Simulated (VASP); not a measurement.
# CO2 (P4_2/mnm) in VASP: relaxation of the atoms with PBE

Aim: the relaxation of the atoms of CO2 with PBE.

Everything below comes from runs of VASP 6.6.1. Logs are shortened: lines on timing, memory, paths and dates and some standing lists are left out, and cuts for length are marked.

### 1 The cell of the first run

The structure is tetragonal, space group P4_2/mnm (No. 136). Conventional cell: a = 3.516 Å, b = 3.516 Å, c = 4.104 Å, α = 90.00°, β = 90.00°, γ = 90.00°. Within 1.5 Å of C (site symmetry mmm) lie 2 O at 1.14 Å. Within 1.5 Å of O (site symmetry m2m) lie 1 C at 1.14 Å.

### 2 Relaxation of the atoms, PBE

The input, INCAR:

```
PREC = Accurate
ENCUT = 520
EDIFF = 1E-6
ISMEAR = -1
SIGMA = 0.02
LREAL = F
LASPH = T
NELM = 80
ALGO = Normal
ISIF = 2
LWAVE = F
LCHARG = F
GGA = PE
IBRION = 2
NSW = 80
EDIFFG = -0.02
```

The input, KPOINTS:

```
regular mesh
0
Gamma
  5 5 5
```

The input, POSCAR:

```
CO2
1.0
    3.5161000000      0.0000000000      0.0000000000
    0.0000000000      3.5161000000      0.0000000000
    0.0000000000      0.0000000000      4.1043000000
C O
2 4
Direct
    0.0000000000      0.0000000000      0.0000000000
    0.5000000000      0.5000000000      0.5000000000
    0.2300000000      0.2300000000      0.0000000000
    0.2700000000      0.7300000000      0.5000000000
    0.7700000000      0.7700000000      0.0000000000
    0.7300000000      0.2700000000      0.5000000000
```

Potentials or basis: VASP PAW PBE potentials, release 64 (C, O).

On the command line:

```
> cat potpaw_PBE.64/C/POTCAR potpaw_PBE.64/O/POTCAR > POTCAR
> mpirun -np 1 vasp_std > vasp.out
```

OUTCAR:

```text
PREC = Accurate
   ENCUT = 520
   EDIFF = 1E-6
   ISMEAR = -1
   LREAL = F
   LASPH = T
   NELM = 80
   ISIF = 2
   GGA = PE
   IBRION = 2
   NSW = 80
   EDIFFG = -0.02

 ion  position               nearest neighbor table
   1  0.000  0.000  0.000-   3 1.14   5 1.14
   2  0.500  0.500  0.500-   4 1.14   6 1.14
   3  0.230  0.230  0.000-   1 1.14
   4  0.270  0.730  0.500-   2 1.14
   5  0.770  0.770  0.000-   1 1.14
   6  0.730  0.270  0.500-   2 1.14

  LATTYP: Found a simple tetragonal cell.
 ALAT       =     3.5161000000
 C/A-ratio  =     1.1672876198

  Lattice vectors:

 A1 = (   3.5161000000,   0.0000000000,   0.0000000000)
 A2 = (   0.0000000000,   3.5161000000,   0.0000000000)
 A3 = (   0.0000000000,   0.0000000000,   4.1043000000)

Analysis of symmetry for initial positions (statically):
=====================================================================
 Subroutine PRICEL returns:
 Original cell was already a primitive cell.

 Routine SETGRP: Setting up the symmetry group for a
 simple tetragonal supercell.

 Subroutine GETGRP returns: Found 16 space group operations
 (whereof  8 operations were pure point group operations)
 out of a pool of 16 trial point group operations.

The static configuration has the point symmetry D_2h.
 The point group associated with its full space group is D_4h.

Analysis of symmetry for dynamics (positions and initial velocities):
=====================================================================
 Subroutine PRICEL returns:
 Original cell was already a primitive cell.

 Routine SETGRP: Setting up the symmetry group for a
 simple tetragonal supercell.

 Subroutine GETGRP returns: Found 16 space group operations
 (whereof  8 operations were pure point group operations)
 out of a pool of 16 trial point group operations.

The dynamic configuration has the point symmetry D_2h.
 The point group associated with its full space group is D_4h.

 Subroutine INISYM returns: Found 16 space group operations
 (whereof  8 operations are pure point group operations),
 and found     1 'primitive' translations

----------------------------------------------------------------------------------------

                                     Primitive cell

  volume of cell :      50.7413

  direct lattice vectors                    reciprocal lattice vectors
[... 76 lines left out ...]
   NGX,Y,Z   is equivalent  to a cutoff of  13.24, 13.24, 12.96 a.u.
   NGXF,Y,Z  is equivalent  to a cutoff of  26.48, 26.48, 25.92 a.u.
 SYSTEM =  unknown system
   PREC   = accura    normal or accurate (medium, high low for compatibility)
   ISTART =      0    job   : 0-new  1-cont  2-samecut
   ICHARG =      2    charge: 1-file 2-atom 10-const
   ISPIN  =      1    spin polarized calculation?
   LNONCOLLINEAR =      F non collinear calculations
   LSORBIT =      F    spin-orbit coupling
   LASPH  =      T    aspherical Exc in radial PAW
   ENCUT  =  520.0 eV  38.22 Ry    6.18 a.u.   6.54  6.54  7.63*2*pi/ulx,y,z
   NELM   =     80;   NELMIN=  2; NELMDL= -5     # of ELM steps
   EDIFF  = 0.1E-05   stopping-criterion for ELM
   LREAL  =      F    real-space projection
   EDIFFG = -.2E-01   stopping-criterion for IOM
   NSW    =     80    number of steps for IOM
   IBRION =      2    ionic relax: 0-MD 1-quasi-New 2-CG
   NFREE  =      1    steps in history (QN), initial steepest desc. (CG)
   ISIF   =      2    stress and relaxation
   ISYM   =      2    0-nonsym 1-usesym 2-fastsym
   POTIM  = 0.5000    time-step for ionic-motion
   TEBEG  =    0.0;   TEEND  =   0.0 temperature during run
   PSTRESS=    0.0 pullay stress
   NELECT =      32.0000    total number of electrons
   NUPDOWN=      -1.0000    fix difference up-down
   EMIN   =  10.00;   EMAX   =-10.00  energy-range for DOS
   EFERMI =   0.00;   METHOD = LEGACY
   ISMEAR =    -1;   SIGMA  =   0.02  broadening in eV -4-tet -1-fermi 0-gaus
   EFERMI_NEDOS =   21; number of points for ismear=-14 and -15
   IALGO  =     38    algorithm
   IMIX   =      4    mixing-type and parameters
     AMIX     =   0.40;   BMIX     =  1.00
     AMIX_MAG =   1.60;   BMIX_MAG =  1.00
  volume/ion in A,a.u.               =       8.46        57.07
  Fermi-wavevector in a.u.,A,eV,Ry     =   1.403905  2.652995 26.816383  1.970949
  Thomas-Fermi vector in A             =   2.526520
   LORBIT       =      0    0 simple, 1 ext, 2 COOP (PROOUT), +10 PAW based schemes
   GGA     = PE    functional components
   LHFCALC =     F    Hartree Fock is set to
   AEXX    =    0.0000 exact exchange contribution
   IVDW    =     0    specifies the selected vdW correction
   LEPSILON=     F    determine dielectric tensor
   LRPA    =     F    only Hartree local field effects (RPA)
 conjugate gradient relaxation of ions
 non-spin polarized calculation
  energy-cutoff  :      520.00
  volume of cell :       50.74
 maximum number of plane-waves:      1384
 NGX is ok and might be reduce to    28
   NGX = 13   NGY = 13   NGZ = 15

--------------------------------------- Ionic step        1  -------------------------------------------

 number of electron      32.0000018 magnetization

 Free energy of the ion-electron system (eV)
  ---------------------------------------------------
  ext. energy  EPLUGINS =         0.00000000
  ---------------------------------------------------
  free energy    TOTEN  =       -43.81828580 eV

  energy without entropy =      -43.81828580  energy(sigma->0) =      -43.81828580

------------------------ aborting loop because EDIFF is reached ----------------------------------------

  FORCE on cell =-STRESS in cart. coord.  units (eV):
  Direction    XX          YY          ZZ          XY          YZ          ZX
  --------------------------------------------------------------------------------------
  -------------------------------------------------------------------------------------
  Total       14.4565187     14.4565187      8.4618976     -0.0000000      0.0000000      0.0000000
  in kB      456.4705585    456.4705585    267.1879167     -0.0000000      0.0000000      0.0000000
  external PRESSURE =     393.3763446 kB  Pullay stress =       0.0000000 kB
[... 107 lines left out ...]
--------------------------------------- Ionic step        4  -------------------------------------------

 number of electron      32.0000017 magnetization

 Free energy of the ion-electron system (eV)
  ---------------------------------------------------
  ext. energy  EPLUGINS =         0.00000000
  ---------------------------------------------------
  free energy    TOTEN  =       -43.91620164 eV

  energy without entropy =      -43.91620164  energy(sigma->0) =      -43.91620164

 E-fermi :   1.8677     XC(G=0): -10.8466

 val. band max:        1.3983619715   @ k =   0.4000   0.4000   0.0000
 cond. band min:       6.9526309979   @ k =   0.0000   0.0000   0.0000
 fundamental gap:      5.5542690264
 Fermi energy:         1.8677273870

 k-point     1 :       0.0000    0.0000    0.0000
  band No.  band energies     occupation
      1     -21.2120      2.00000
      2     -19.8394      2.00000
      3     -18.9836      2.00000
      4     -18.9836      2.00000
      5      -6.0883      2.00000
      6      -5.9581      2.00000
[... 436 lines left out ...]
  FREE ENERGIE OF THE ION-ELECTRON SYSTEM (eV)
  ---------------------------------------------------
  free  energy   TOTEN  =       -43.9162016442 eV

  energy  without entropy=      -43.9162016442  energy(sigma->0) =      -43.91620164

 reached required accuracy - stopping structural energy minimisation
```

OSZICAR:

```text
N       E                     dE             d eps       ncg     rms          rms(c)
DAV:   1     0.181878010193E+03    0.18188E+03   -0.19248E+04   720   0.158E+03
DAV:   2    -0.378994885340E+02   -0.21978E+03   -0.21057E+03  1016   0.339E+02
DAV:   3    -0.471379612658E+02   -0.92385E+01   -0.91794E+01   844   0.724E+01
[... 31 lines left out ...]
       N       E                     dE             d eps       ncg     rms          rms(c)
DAV:   1    -0.439161992583E+02   -0.34870E-04   -0.38448E-03   720   0.534E-01    0.219E-02
DAV:   2    -0.439162033734E+02   -0.41150E-05   -0.10001E-04   804   0.814E-02    0.103E-02
DAV:   3    -0.439162017760E+02    0.15974E-05   -0.23311E-06   464   0.161E-02    0.545E-03
DAV:   4    -0.439162016442E+02    0.13178E-06   -0.15337E-06   360   0.108E-02
   4 F= -.43916202E+02 E0= -.43916202E+02  d E =-.979158E-01
```

It took 90 s on 1 thread of Oxide Virtual Turin-like, shared host; peak memory 0.12 GiB.

Results:

```yaml
Free_energy: -43.9162 eV
Energy_gained_by_relaxing: 16.3 meV/atom
Ionic_steps: 4
Pressure_after_relaxing: 28.6 GPa
Band_gap_on_the_k_mesh: 5.55 eV, indirect (least direct gap 6.52 eV)
```

Forces in eV/Å, atoms in the order of the input:
```
C    0.000  0.000  0.000
C    0.000  0.000  0.000
O    0.001  0.001  0.000
O   -0.001  0.001  0.000
O   -0.001 -0.001  0.000
O    0.001 -0.001  0.000
```

Step by step:
| step | energy change (eV) | largest force (eV/Å) | pressure (GPa) |
| --- | --- | --- | --- |
| 1 | 0.0000 | 2.4369 | 39.34 |
| 2 | 1.5535 | 7.5646 | -7.08 |
| 3 | -0.0979 | 0.0454 | 28.46 |
| 4 | -0.0979 | 0.0020 | 28.64 |

Final structure:
```cif
data_structure
_symmetry_space_group_name_H-M 'P 1'
_symmetry_Int_Tables_number 1
_cell_length_a 3.5161
_cell_length_b 3.5161
_cell_length_c 4.1043
_cell_angle_alpha 90.000
_cell_angle_beta 90.000
_cell_angle_gamma 90.000
_cell_volume 50.74
loop_
_atom_site_label
_atom_site_type_symbol
_atom_site_fract_x
_atom_site_fract_y
_atom_site_fract_z
_atom_site_occupancy
C1 C 0.00000 0.00000 0.00000 1
C2 C 0.50000 0.50000 0.50000 1
O1 O 0.23414 0.23414 0.00000 1
O2 O 0.26586 0.73414 0.50000 1
O3 O 0.76586 0.76586 0.00000 1
O4 O 0.73414 0.26586 0.50000 1
```

A k mesh can miss the band edges.
